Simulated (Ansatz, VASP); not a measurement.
**One calculation of Si2W, two programs**

```xyz
3
Lattice="-1.5929 1.5929 3.8862 1.5929 -1.5929 3.8862 1.5929 1.5929 -3.8862" Properties=species:S:1:pos:R:3 pbc="T T T"
Si    0.0000    0.0000    2.8512
Si    0.0000    0.0000    4.9213
W     0.0000    0.0000    0.0000
```

Alike in both runs: task single point; functional LDA; k mesh 18 × 18 × 18; occupations gaussian, width 0.15 eV; no spin polarisation.

```csv
,VASP,Ansatz
version,VASP 6.6.1,Ansatz 0.2.0
potentials or method,"VASP PAW LDA potentials, release 64 (Si, W_sv), cutoff 520 eV","scalar-relativistic, plane waves, PAW"
valence electrons in the cell,22,22
```

```csv
,VASP,Ansatz,Ansatz less VASP
gap on the k mesh at the Fermi level (eV),none,none,-
pressure (GPa),22.0,21.3,-0.66
"traceless stress, the component that is largest in VASP (GPa)",19.21,19.61,+0.400
rms of the force components (eV/Å),3.929,3.933,+0.0034
```

Ansatz warns that its potentials were made for another functional, while VASP's fit it. LDA's correlation is that of Perdew and Zunger in VASP and of Perdew and Wang (1992) in Ansatz. Atom by atom the forces differ by 0.003 eV/Å (rms over components). A gap of «none» marks a metal or a gap that the smearing closes.

Spin-orbit coupling is off throughout.
